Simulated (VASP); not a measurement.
# CdSe (F-43m) in VASP: notebook

CdSe is run at these levels: LDA; tasks: single point, relaxation of cell and atoms.

Program: VASP 6.6.1. These are calculated values, not measurements. Logs are shortened: lines on timing, memory, paths and dates and some standing lists are left out, and cuts for length are marked.

### 1 The cell of the first run

It takes space group F-43m (No. 216, cubic). Conventional cell: a = 5.975 Å, b = 5.975 Å, c = 5.975 Å, α = 90.00°, β = 90.00°, γ = 90.00°. Within 3.4 Å of Cd (site symmetry -43m) lie 4 Se at 2.59 Å. Se (site symmetry -43m) has 4 Cd at 2.59 Å within 3.4 Å.

### 2 Single point, LDA

File INCAR:

```
ALGO = Normal
EDIFF = 1E-7
ENCUT = 520
ISIF = 2
ISMEAR = 0
LASPH = T
LCHARG = F
LREAL = F
LWAVE = F
NBANDS = 16
NELM = 60
PREC = Accurate
SIGMA = 0.01
```

File KPOINTS:

```
k-points
0
Gamma
  6 6 6
```

File POSCAR:

```
CdSe
1.0
    0.0000000000      2.9876231244      2.9876231244
    2.9876231244      0.0000000000      2.9876231244
    2.9876231244      2.9876231244      0.0000000000
Cd Se
1 1
Direct
    0.0000000000      0.0000000000      0.0000000000
    0.7500000000      0.7500000000      0.7500000000
```

Potentials or basis: VASP PAW LDA potentials, release 64 (Cd, Se).

The run is started by

```sh
> cat potpaw_LDA.64/Cd/POTCAR potpaw_LDA.64/Se/POTCAR > POTCAR
> mpirun -np 1 vasp_std > vasp.out
```

OUTCAR:

```text
EDIFF = 1E-7
   ENCUT = 520
   ISIF = 2
   ISMEAR = 0
   LASPH = T
   LREAL = F
   NELM = 60
   PREC = Accurate

 ion  position               nearest neighbor table
   1  0.000  0.000  0.000-   2 2.59   2 2.59   2 2.59   2 2.59
   2  0.750  0.750  0.750-   1 2.59   1 2.59   1 2.59   1 2.59

  LATTYP: Found a face centered cubic cell.
 ALAT       =     5.9752462488

  Lattice vectors:

 A1 = (   0.0000000000,   2.9876231244,   2.9876231244)
 A2 = (   2.9876231244,   0.0000000000,   2.9876231244)
 A3 = (   2.9876231244,   2.9876231244,   0.0000000000)

Analysis of symmetry for initial positions (statically):
=====================================================================
 Subroutine PRICEL returns:
 Original cell was already a primitive cell.

 Routine SETGRP: Setting up the symmetry group for a
 face centered cubic supercell.

 Subroutine GETGRP returns: Found 24 space group operations
 (whereof 24 operations were pure point group operations)
 out of a pool of 48 trial point group operations.

The static configuration has the point symmetry T_d .

Analysis of symmetry for dynamics (positions and initial velocities):
=====================================================================
 Subroutine PRICEL returns:
 Original cell was already a primitive cell.

 Routine SETGRP: Setting up the symmetry group for a
 face centered cubic supercell.

 Subroutine GETGRP returns: Found 24 space group operations
 (whereof 24 operations were pure point group operations)
 out of a pool of 48 trial point group operations.

The dynamic configuration has the point symmetry T_d .

 Subroutine INISYM returns: Found 24 space group operations
 (whereof 24 operations are pure point group operations),
 and found     1 'primitive' translations

----------------------------------------------------------------------------------------

                                     Primitive cell

  volume of cell :      53.3344

  direct lattice vectors                    reciprocal lattice vectors
     0.000000000  2.987623124  2.987623124    -0.167357119  0.167357119  0.167357119
     2.987623124  0.000000000  2.987623124     0.167357119 -0.167357119  0.167357119
     2.987623124  2.987623124  0.000000000     0.167357119  0.167357119 -0.167357119

  length of vectors
     4.225137142  4.225137142  4.225137142     0.289871034  0.289871034  0.289871034

  position of ions in fractional coordinates (direct lattice)
     0.000000000  0.000000000  0.000000000
     0.750000000  0.750000000  0.750000000

  ion indices of the primitive-cell ions
   primitive index   ion index
                 1           1
                 2           2

----------------------------------------------------------------------------------------

 KPOINTS: k-points

Automatic generation of k-mesh.
 Grid dimensions read from file:
 generate k-points for:    6    6    6

 Generating k-lattice:

  Cartesian coordinates                     Fractional coordinates (reciprocal lattice)
    -0.027892853  0.027892853  0.027892853     0.166666667  0.000000000  0.000000000
     0.027892853 -0.027892853  0.027892853     0.000000000  0.166666667  0.000000000
     0.027892853  0.027892853 -0.027892853     0.000000000  0.000000000  0.166666667

  Length of vectors
     0.048311839  0.048311839  0.048311839

  Shift w.r.t. Gamma in fractional coordinates (k-lattice)
     0.000000000  0.000000000  0.000000000

 Subroutine IBZKPT returns following result:
 ===========================================

 Found     16 irreducible k-points:

 Following reciprocal coordinates:
            Coordinates               Weight
  0.000000  0.000000  0.000000      1.000000
  0.166667  0.000000  0.000000      8.000000
  0.333333  0.000000  0.000000      8.000000
  0.500000  0.000000  0.000000      4.000000
  0.166667  0.166667  0.000000      6.000000
  0.333333  0.166667  0.000000     24.000000
[... 8 lines left out ...]
 -0.333333  0.333333  0.166667     24.000000
 -0.333333  0.500000  0.166667     12.000000
   k-points           NKPTS =     16   k-points in BZ     NKDIM =     16   number of bands    NBANDS=     16
   number of dos      NEDOS =    301   number of ions     NIONS =      2
   total plane-waves  NPLWV =  32768
   dimension x,y,z NGX =    32 NGY =   32 NGZ =   32
   dimension x,y,z NGXF=    64 NGYF=   64 NGZF=   64
   ions per type =               1   1
   NGX,Y,Z   is equivalent  to a cutoff of  12.59, 12.59, 12.59 a.u.
   NGXF,Y,Z  is equivalent  to a cutoff of  25.18, 25.18, 25.18 a.u.
 SYSTEM =  unknown system
   PREC   = accura    normal or accurate (medium, high low for compatibility)
   ISTART =      0    job   : 0-new  1-cont  2-samecut
   ICHARG =      2    charge: 1-file 2-atom 10-const
   ISPIN  =      1    spin polarized calculation?
   LNONCOLLINEAR =      F non collinear calculations
   LSORBIT =      F    spin-orbit coupling
   LASPH  =      T    aspherical Exc in radial PAW
   ENCUT  =  520.0 eV  38.22 Ry    6.18 a.u.   7.86  7.86  7.86*2*pi/ulx,y,z
   NELM   =     60;   NELMIN=  2; NELMDL= -5     # of ELM steps
   EDIFF  = 0.1E-06   stopping-criterion for ELM
   LREAL  =      F    real-space projection
   EDIFFG = 0.1E-05   stopping-criterion for IOM
   NSW    =      0    number of steps for IOM
   IBRION =     -1    ionic relax: 0-MD 1-quasi-New 2-CG
   NFREE  =      0    steps in history (QN), initial steepest desc. (CG)
   ISIF   =      2    stress and relaxation
   ISYM   =      2    0-nonsym 1-usesym 2-fastsym
   POTIM  = 0.5000    time-step for ionic-motion
   TEBEG  =    0.0;   TEEND  =   0.0 temperature during run
   PSTRESS=    0.0 pullay stress
   NELECT =      18.0000    total number of electrons
   NUPDOWN=      -1.0000    fix difference up-down
   EMIN   =  10.00;   EMAX   =-10.00  energy-range for DOS
   EFERMI =   0.00;   METHOD = LEGACY
   ISMEAR =     0;   SIGMA  =   0.01  broadening in eV -4-tet -1-fermi 0-gaus
   EFERMI_NEDOS =   21; number of points for ismear=-14 and -15
   IALGO  =     38    algorithm
   IMIX   =      4    mixing-type and parameters
     AMIX     =   0.40;   BMIX     =  1.00
     AMIX_MAG =   1.60;   BMIX_MAG =  1.00
  volume/ion in A,a.u.               =      26.67       179.96
  Fermi-wavevector in a.u.,A,eV,Ry     =   1.139803  2.153916 17.676026  1.299151
  Thomas-Fermi vector in A             =   2.276506
   LORBIT       =      0    0 simple, 1 ext, 2 COOP (PROOUT), +10 PAW based schemes
   GGA     = CA    functional components
   LHFCALC =     F    Hartree Fock is set to
   AEXX    =    0.0000 exact exchange contribution
   IVDW    =     0    specifies the selected vdW correction
   LEPSILON=     F    determine dielectric tensor
   LRPA    =     F    only Hartree local field effects (RPA)
 non-spin polarized calculation
 Gauss-broadening in eV      SIGMA  =   0.01
  energy-cutoff  :      520.00
  volume of cell :       53.33
 maximum number of plane-waves:      1459
   NGX = 15   NGY = 15   NGZ = 15

 number of electron      17.9999997 magnetization

 Free energy of the ion-electron system (eV)
  ---------------------------------------------------
  ext. energy  EPLUGINS =         0.00000000
  ---------------------------------------------------
  free energy    TOTEN  =        -6.75078745 eV

  energy without entropy =       -6.75078745  energy(sigma->0) =       -6.75078745

 E-fermi :   1.3652     XC(G=0):  -9.5269

 val. band max:        1.2684026754   @ k =   0.0000   0.0000   0.0000
 cond. band min:       1.7370925245   @ k =   0.0000   0.0000   0.0000
 fundamental gap:      0.4686898491
 Fermi energy:         1.3651911661

 k-point     1 :       0.0000    0.0000    0.0000
  band No.  band energies     occupation
      1     -11.6941      2.00000
      2      -6.8905      2.00000
      3      -6.8905      2.00000
      4      -6.8905      2.00000
      5      -6.4507      2.00000
      6      -6.4507      2.00000
[... 8 lines left out ...]
     15      12.4809      0.00000
     16      12.4809      0.00000

 k-point     2 :       0.1667    0.0000    0.0000
  band No.  band energies     occupation
      1     -11.5884      2.00000
      2      -6.8569      2.00000
      3      -6.8569      2.00000
      4      -6.7997      2.00000
      5      -6.4521      2.00000
      6      -6.4521      2.00000
[... 8 lines left out ...]
     15      11.3780      0.00000
     16      11.6594      0.00000

 k-point     3 :       0.3333    0.0000    0.0000
  band No.  band energies     occupation
      1     -11.3728      2.00000
      2      -6.8012      2.00000
      3      -6.8012      2.00000
      4      -6.4630      2.00000
      5      -6.4395      2.00000
      6      -6.4395      2.00000
[... 8 lines left out ...]
     15      11.8428      0.00000
     16      11.8428      0.00000

 k-point     4 :       0.5000    0.0000    0.0000
  band No.  band energies     occupation
      1     -11.2639      2.00000
      2      -6.7814      2.00000
      3      -6.7814      2.00000
      4      -6.4231      2.00000
      5      -6.4231      2.00000
      6      -6.1157      2.00000
[... 8 lines left out ...]
     15      13.5101      0.00000
     16      13.5101      0.00000
[... 172 lines left out ...]
 k-point    14 :       0.5000    0.3333    0.1667
  band No.  band energies     occupation
      1     -11.2336      2.00000
      2      -6.7213      2.00000
      3      -6.7136      2.00000
      4      -6.5397      2.00000
      5      -6.4206      2.00000
      6      -6.1932      2.00000
[... 8 lines left out ...]
     15      13.5115      0.00000
     16      14.5414      0.00000

 k-point    15 :      -0.3333    0.3333    0.1667
  band No.  band energies     occupation
      1     -11.1637      2.00000
      2      -6.7160      2.00000
      3      -6.6804      2.00000
      4      -6.4914      2.00000
      5      -6.4399      2.00000
      6      -5.9560      2.00000
[... 8 lines left out ...]
     15      13.2037      0.00000
     16      14.4843      0.00000

 k-point    16 :      -0.3333    0.5000    0.1667
  band No.  band energies     occupation
      1     -11.1296      2.00000
      2      -6.6825      2.00000
      3      -6.6468      2.00000
      4      -6.5280      2.00000
      5      -6.4196      2.00000
      6      -5.9251      2.00000
[... 8 lines left out ...]
     15      14.1548      0.00000
     16      14.4064      0.00000

------------------------ aborting loop because EDIFF is reached ----------------------------------------

  FORCE on cell =-STRESS in cart. coord.  units (eV):
  Direction    XX          YY          ZZ          XY          YZ          ZX
  --------------------------------------------------------------------------------------
  -------------------------------------------------------------------------------------
  Total        0.5068343      0.5068343      0.5068343      0.0000000      0.0000000     -0.0000000
  in kB       15.2254163     15.2254163     15.2254163      0.0000000      0.0000000     -0.0000000
  external PRESSURE =      15.2254163 kB  Pullay stress =       0.0000000 kB

 VOLUME and BASIS-vectors are now :
 -----------------------------------------------------------------------------
  energy-cutoff  :      520.00
  volume of cell :       53.33
      direct lattice vectors                 reciprocal lattice vectors
     0.000000000  2.987623124  2.987623124    -0.167357119  0.167357119  0.167357119
     2.987623124  0.000000000  2.987623124     0.167357119 -0.167357119  0.167357119
     2.987623124  2.987623124  0.000000000     0.167357119  0.167357119 -0.167357119

 POSITION                                       TOTAL-FORCE (eV/Angst)
 -----------------------------------------------------------------------------------
      0.00000      0.00000      0.00000         0.000000      0.000000      0.000000
      4.48143      4.48143      4.48143        -0.000000     -0.000000     -0.000000
 -----------------------------------------------------------------------------------
    total drift:                                0.000000      0.000000      0.000000

  FREE ENERGIE OF THE ION-ELECTRON SYSTEM (eV)
  ---------------------------------------------------
  free  energy   TOTEN  =        -6.7507874510 eV

  energy  without entropy=       -6.7507874510  energy(sigma->0) =       -6.75078745
```

Wall time 5.1 s (1 thread of Intel Xeon 6975P-C (Granite Rapids), shared host); peak memory 0.15 GiB.

Results:

* Free energy: -6.7508 eV
* Pressure: 1.5 GPa
* Band gap on the k mesh: 0.47 eV, direct

[end of part 1 of 2]
